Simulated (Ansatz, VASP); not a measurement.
**Au in VASP and in Ansatz**

INCAR

```
PREC = Accurate ; ENCUT = 520
EDIFF = 1E-7 ; ISMEAR = -1
SIGMA = 0.08 ; LREAL = F
LASPH = T ; NELM = 60
ALGO = Normal ; ISIF = 2
LWAVE = F ; LCHARG = F
GGA = PE ; NBANDS = 12
```

KPOINTS

```
Automatic mesh
0
Gamma
  12 12 12
```

File POSCAR:

```
Au
1.0
    2.6922634386      0.0000000000      0.0000000000
    0.0000000000      2.6922634386      0.0000000000
    0.0000000000      0.0000000000      2.6922634386
Au
1
Direct
    0.0000000000      0.0000000000      0.0000000000
```

Input for Ansatz:

```yaml
crystal:
  lattice:
    - [2.6922634386, 0.0, 0.0]
    - [0.0, 2.6922634386, 0.0]
    - [0.0, 0.0, 2.6922634386]
  atoms:
    - { symbol: Au, position: [0.0, 0.0, 0.0] }
kpoints:
  mp_grid: { grid: [12, 12, 12] }
scf:
  occupations: { method: fermi_dirac, width: 0.08 }
hamiltonian:
  xc: pbe
  pseudopotentials: { kind: all_electron, lapw: { basis_error: 0.00025 } }
output:
  forces: true
  stress: true
  eigenvalues: true
```

Change from the starting cell: volume scaled by 0.9405.

Alike in both runs: task single point; functional PBE; k mesh 12 × 12 × 12; occupations fermi-dirac, width 0.08 eV; no spin polarisation.

```csv
,VASP,Ansatz
version,VASP 6.6.1,Ansatz 0.2.0
potentials or method,"VASP PAW PBE potentials, release 64 (Au), cutoff 520 eV","all-electron LAPW, scalar-relativistic"
```

Ansatz gave:

* pressure (GPa): 7.7

Question: What did VASP give for the same quantities?

Answer: Pressure (GPa): 7.4.

Ansatz ran all-electron here, and VASP with PAW potentials.

Neither program's run includes spin-orbit coupling.
